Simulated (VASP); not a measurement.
# Y (P6_3/mmc) in VASP: notebook

The runs below take Y through relaxation of cell and atoms, single point, with PBEsol.

Everything below comes from runs of VASP 6.6.1. Logs are shortened: lines on timing, memory, paths and dates and some standing lists are left out, and cuts for length are marked.

### Step 1. The cell of the first run

It takes space group P6_3/mmc (No. 194, hexagonal). Conventional cell: a = 3.651 Å, b = 3.651 Å, c = 5.747 Å, α = 90.00°, β = 90.00°, γ = 120.00°. Within 4.7 Å of Y (site symmetry -6m2) lie 12 Y at 3.56 to 3.65 Å.

### Step 2. Relaxation of cell and atoms, PBEsol

Contents of INCAR:

```
ALGO     = Normal         # electronic algorithm
EDIFF    = 1E-7           # SCF threshold, eV
EDIFFG   = -0.005         # ionic threshold
ENCUT    = 600            # plane-wave cutoff, eV
GGA      = PS             # functional
IBRION   = 2              # ionic algorithm
ISIF     = 3              # what is computed and relaxed
ISMEAR   = 0              # smearing method
LASPH    = T              # aspherical terms in the spheres
LCHARG   = F              # write CHGCAR
LREAL    = F              # projectors in reciprocal space
LWAVE    = F              # write WAVECAR
NELM     = 100            # most SCF steps
NSW      = 100            # ionic steps
PREC     = Accurate       # precision mode
SIGMA    = 0.1            # smearing width, eV
```

Contents of KPOINTS:

```
k-points
0
Gamma
  12 12 8
```

Contents of POSCAR:

```
Y
1.0
    3.6514992371      0.0000000000      0.0000000000
   -1.8257496185      3.1622911012      0.0000000000
    0.0000000000      0.0000000000      5.7474000000
Y
2
Direct
    0.3333333333      0.6666666667      0.2500000000
    0.6666666667      0.3333333333      0.7500000000
```

Potentials or basis: VASP PAW PBE potentials, release 64 (Y_sv).

The run is started by

```sh
$ cat potpaw_PBE.64/Y_sv/POTCAR > POTCAR
$ mpirun -np 1 vasp_std > vasp.out
```

OUTCAR:

```text
EDIFF = 1E-7
   EDIFFG = -0.005
   ENCUT = 600
   GGA = PS
   IBRION = 2
   ISIF = 3
   ISMEAR = 0
   LASPH = T
   LREAL = F
   NELM = 100
   NSW = 100
   PREC = Accurate

 ion  position               nearest neighbor table
   1  0.333  0.667  0.250-   2 3.56   2 3.56   2 3.56   2 3.56   2 3.56   2 3.56
   2  0.667  0.333  0.750-   1 3.56   1 3.56   1 3.56   1 3.56   1 3.56   1 3.56

  LATTYP: Found a hexagonal cell.
 ALAT       =     3.6514992371
 C/A-ratio  =     1.5739836234

  Lattice vectors:

 A1 = (   3.6514992371,   0.0000000000,   0.0000000000)
 A2 = (  -1.8257496185,   3.1622911012,   0.0000000000)
 A3 = (   0.0000000000,   0.0000000000,   5.7474000000)

Analysis of symmetry for initial positions (statically):
=====================================================================
 Subroutine PRICEL returns:
 Original cell was already a primitive cell.

 Routine SETGRP: Setting up the symmetry group for a
 hexagonal supercell.

 Subroutine GETGRP returns: Found 24 space group operations
 (whereof 12 operations were pure point group operations)
 out of a pool of 24 trial point group operations.

The static configuration has the point symmetry D_3d.
 The point group associated with its full space group is D_6h.

Analysis of symmetry for dynamics (positions and initial velocities):
=====================================================================
 Subroutine PRICEL returns:
 Original cell was already a primitive cell.

 Routine SETGRP: Setting up the symmetry group for a
 hexagonal supercell.

 Subroutine GETGRP returns: Found 24 space group operations
 (whereof 12 operations were pure point group operations)
 out of a pool of 24 trial point group operations.

The dynamic configuration has the point symmetry D_3d.
 The point group associated with its full space group is D_6h.

 Subroutine INISYM returns: Found 24 space group operations
 (whereof 12 operations are pure point group operations),
 and found     1 'primitive' translations

----------------------------------------------------------------------------------------

                                     Primitive cell

  volume of cell :      66.3658

  direct lattice vectors                    reciprocal lattice vectors
     3.651499237  0.000000000  0.000000000     0.273860115  0.158113211  0.000000000
    -1.825749618  3.162291101  0.000000000     0.000000000  0.316226422  0.000000000
     0.000000000  0.000000000  5.747400000     0.000000000  0.000000000  0.173991718

  length of vectors
     3.651499237  3.651499237  5.747400000     0.316226422  0.316226422  0.173991718

  position of ions in fractional coordinates (direct lattice)
     0.333333333  0.666666667  0.250000000
     0.666666667  0.333333333  0.750000000

  ion indices of the primitive-cell ions
   primitive index   ion index
                 1           1
                 2           2

----------------------------------------------------------------------------------------

 KPOINTS: k-points

Automatic generation of k-mesh.
 Grid dimensions read from file:
 generate k-points for:   12   12    8

 Generating k-lattice:

  Cartesian coordinates                     Fractional coordinates (reciprocal lattice)
     0.022821676  0.013176101  0.000000000     0.083333333  0.000000000  0.000000000
     0.000000000  0.026352202  0.000000000     0.000000000  0.083333333  0.000000000
     0.000000000  0.000000000  0.021748965     0.000000000  0.000000000  0.125000000

  Length of vectors
     0.026352202  0.026352202  0.021748965

  Shift w.r.t. Gamma in fractional coordinates (k-lattice)
     0.000000000  0.000000000  0.000000000

 Subroutine IBZKPT returns following result:
 ===========================================

 Found     95 irreducible k-points:

 Following reciprocal coordinates:
            Coordinates               Weight
  0.000000  0.000000  0.000000      1.000000
  0.083333 -0.000000  0.000000      6.000000
  0.166667 -0.000000  0.000000      6.000000
  0.250000 -0.000000  0.000000      6.000000
  0.333333 -0.000000  0.000000      6.000000
  0.416667 -0.000000  0.000000      6.000000
[... 16 lines left out ...]
  0.250000 -0.000000  0.125000     12.000000
  0.333333 -0.000000  0.125000     12.000000
 [... further k-points ...]
   k-points           NKPTS =     95   k-points in BZ     NKDIM =     95   number of bands    NBANDS=     15
   number of dos      NEDOS =    301   number of ions     NIONS =      2
   total plane-waves  NPLWV =  43200
   dimension x,y,z NGX =    30 NGY =   30 NGZ =   48
   dimension x,y,z NGXF=    60 NGYF=   60 NGZF=   96
   ions per type =               2
   NGX,Y,Z   is equivalent  to a cutoff of  13.66, 13.66, 13.88 a.u.
   NGXF,Y,Z  is equivalent  to a cutoff of  27.32, 27.32, 27.77 a.u.
 SYSTEM =  unknown system
   PREC   = accura    normal or accurate (medium, high low for compatibility)
   ISTART =      0    job   : 0-new  1-cont  2-samecut
   ICHARG =      2    charge: 1-file 2-atom 10-const
   ISPIN  =      1    spin polarized calculation?
   LNONCOLLINEAR =      F non collinear calculations
   LSORBIT =      F    spin-orbit coupling
   LASPH  =      T    aspherical Exc in radial PAW
   ENCUT  =  600.0 eV  44.10 Ry    6.64 a.u.   7.29  7.29 11.48*2*pi/ulx,y,z
   NELM   =    100;   NELMIN=  2; NELMDL= -5     # of ELM steps
   EDIFF  = 0.1E-06   stopping-criterion for ELM
   LREAL  =      F    real-space projection
   EDIFFG = -.5E-02   stopping-criterion for IOM
   NSW    =    100    number of steps for IOM
   IBRION =      2    ionic relax: 0-MD 1-quasi-New 2-CG
   NFREE  =      1    steps in history (QN), initial steepest desc. (CG)
   ISIF   =      3    stress and relaxation
   ISYM   =      2    0-nonsym 1-usesym 2-fastsym
   POTIM  = 0.5000    time-step for ionic-motion
   TEBEG  =    0.0;   TEEND  =   0.0 temperature during run
   PSTRESS=    0.0 pullay stress
   NELECT =      22.0000    total number of electrons
   NUPDOWN=      -1.0000    fix difference up-down
   EMIN   =  10.00;   EMAX   =-10.00  energy-range for DOS
   EFERMI =   0.00;   METHOD = LEGACY
   ISMEAR =     0;   SIGMA  =   0.10  broadening in eV -4-tet -1-fermi 0-gaus
   EFERMI_NEDOS =   21; number of points for ismear=-14 and -15
   IALGO  =     38    algorithm
   IMIX   =      4    mixing-type and parameters
     AMIX     =   0.40;   BMIX     =  1.00
     AMIX_MAG =   1.60;   BMIX_MAG =  1.00
  volume/ion in A,a.u.               =      33.18       223.93
  Fermi-wavevector in a.u.,A,eV,Ry     =   1.133011  2.141081 17.465997  1.283715
  Thomas-Fermi vector in A             =   2.269713
   LORBIT       =      0    0 simple, 1 ext, 2 COOP (PROOUT), +10 PAW based schemes
   GGA     = PS    functional components
   LHFCALC =     F    Hartree Fock is set to
   AEXX    =    0.0000 exact exchange contribution
   IVDW    =     0    specifies the selected vdW correction
   LEPSILON=     F    determine dielectric tensor
   LRPA    =     F    only Hartree local field effects (RPA)
 conjugate gradient relaxation of ions
 non-spin polarized calculation
 Gauss-broadening in eV      SIGMA  =   0.10
  energy-cutoff  :      600.00
  volume of cell :       66.37
 maximum number of plane-waves:      2249
 NGX is ok and might be reduce to    30
   NGX = 15   NGY = 15   NGZ = 23

--------------------------------------- Ionic step        1  -------------------------------------------

 number of electron      22.0000002 magnetization

 Free energy of the ion-electron system (eV)
  ---------------------------------------------------
  ext. energy  EPLUGINS =         0.00000000
  ---------------------------------------------------
  free energy    TOTEN  =       -13.61757416 eV

  energy without entropy =      -13.59883636  energy(sigma->0) =      -13.60820526

------------------------ aborting loop because EDIFF is reached ----------------------------------------

  FORCE on cell =-STRESS in cart. coord.  units (eV):
  Direction    XX          YY          ZZ          XY          YZ          ZX
  --------------------------------------------------------------------------------------
  -------------------------------------------------------------------------------------
  Total       -0.8737758     -0.8737758     -1.2098377     -0.0000000      0.0000000     -0.0000000
  in kB      -21.0943490    -21.0943490    -29.2074217     -0.0000000      0.0000000     -0.0000000
  external PRESSURE =     -23.7987066 kB  Pullay stress =       0.0000000 kB
[... 237 lines left out ...]
  energy  without entropy=      -13.6328821519  energy(sigma->0) =      -13.64126906

--------------------------------------- Ionic step        8  -------------------------------------------

 number of electron      22.0000000 magnetization

 Free energy of the ion-electron system (eV)
  ---------------------------------------------------
  ext. energy  EPLUGINS =         0.00000000
  ---------------------------------------------------
  free energy    TOTEN  =       -13.64966079 eV

  energy without entropy =      -13.63290635  energy(sigma->0) =      -13.64128357

 E-fermi :   3.1329     XC(G=0):  -9.7349

 val. band max:        3.1147741547   @ k =   0.3333   0.0833   0.0000
 cond. band min:       3.1336069543   @ k =   0.4167  -0.0000   0.0000
 fundamental gap:      0.0188327997
 Fermi energy:         3.1329139877

 k-point     1 :       0.0000    0.0000    0.0000
  band No.  band energies     occupation
      1     -39.3414      2.00000
      2     -39.2449      2.00000
      3     -19.7158      2.00000
      4     -19.1466      2.00000
      5     -19.1466      2.00000
      6     -19.0347      2.00000
      7     -19.0347      2.00000
      8     -18.9866      2.00000
      9      -1.6466      2.00000
     10       1.1984      2.00000
     11       4.2753      0.00000
     12       4.8966      0.00000
     13       4.8966      0.00000
     14       5.3196      0.00000
     15       5.5657      0.00000
[... 397 lines left out ...]
 k-point    24 :       0.3333   -0.0000    0.1250
  band No.  band energies     occupation
      1     -39.2872      2.00000
      2     -39.2359      2.00000
      3     -19.5560      2.00000
      4     -19.4267      2.00000
      5     -19.3699      2.00000
      6     -19.2455      2.00000
      7     -19.0965      2.00000
      8     -19.0867      2.00000
      9       0.4401      2.00000
     10       2.1902      2.00000
     11       2.6218      2.00000
     12       3.2891      0.02716
     13       4.5948      0.00000
     14       4.8914      0.00000
     15       4.9832      0.00000

 [... further k-points ...]

------------------------ aborting loop because EDIFF is reached ----------------------------------------

  FORCE on cell =-STRESS in cart. coord.  units (eV):
  Direction    XX          YY          ZZ          XY          YZ          ZX
  --------------------------------------------------------------------------------------
  -------------------------------------------------------------------------------------
  Total        0.0048198      0.0048198      0.0037632      0.0000000      0.0000000      0.0000000
  in kB        0.1237203      0.1237203      0.0965984      0.0000000      0.0000000      0.0000000
  external PRESSURE =       0.1146796 kB  Pullay stress =       0.0000000 kB
[... 17 lines left out ...]
  FREE ENERGIE OF THE ION-ELECTRON SYSTEM (eV)
  ---------------------------------------------------
  free  energy   TOTEN  =       -13.6496607907 eV

  energy  without entropy=      -13.6329063534  energy(sigma->0) =      -13.64128357

 reached required accuracy - stopping structural energy minimisation
```

It took 5.7 min on 1 thread of AMD EPYC 9R45 (Zen 5), shared host; peak memory 0.26 GiB.

Results:

```
Free energy                           : -13.6497 eV
Relaxed volume                        : 31.21 Å³/atom
Relaxed cell                          : a = 3.595 Å, b = 3.595 Å, c = 5.577 Å, α = 90.00°, β = 90.00°, γ = 120.00°
Space group after relaxing (to 0.1 Å) : P6_3/mmc (No. 194)
Energy gained by relaxing             : 16.0 meV/atom
Ionic steps                           : 8
Pressure after relaxing               : 0.0 GPa
Band gap on the k mesh                : zero (bands 11 and 12 overlap by 1.59 eV)
```

The path:
| step | energy change (eV) | largest force (eV/Å) | pressure (GPa) | volume (Å³) |
| --- | --- | --- | --- | --- |
| 1 | 0.0000 | 0.0000 | -2.38 | 66.37 |
| 2 | -0.0308 | 0.0000 | 0.46 | 61.74 |
| 3 | -0.0317 | 0.0000 | 0.05 | 62.36 |
| 4 | -0.0317 | 0.0000 | -0.01 | 62.44 |
| 5 | -0.0320 | 0.0000 | -0.03 | 62.46 |
| 6 | -0.0321 | 0.0000 | -0.04 | 62.49 |
| 7 | -0.0321 | 0.0000 | -0.03 | 62.49 |
| 8 | -0.0321 | 0.0000 | 0.01 | 62.42 |

Final structure:
```xyz
2
Lattice="3.5950 0.0000 0.0000 -1.7975 3.1134 0.0000 0.0000 0.0000 5.5766" Properties=species:S:1:pos:R:3 pbc="T T T"
Y     0.0000    2.0756    1.3942
Y     1.7975    1.0378    4.1825
```

Caveat: the PAW data sets were made with another functional, which shifts forces and pressure a little.

[end of part 1 of 2]
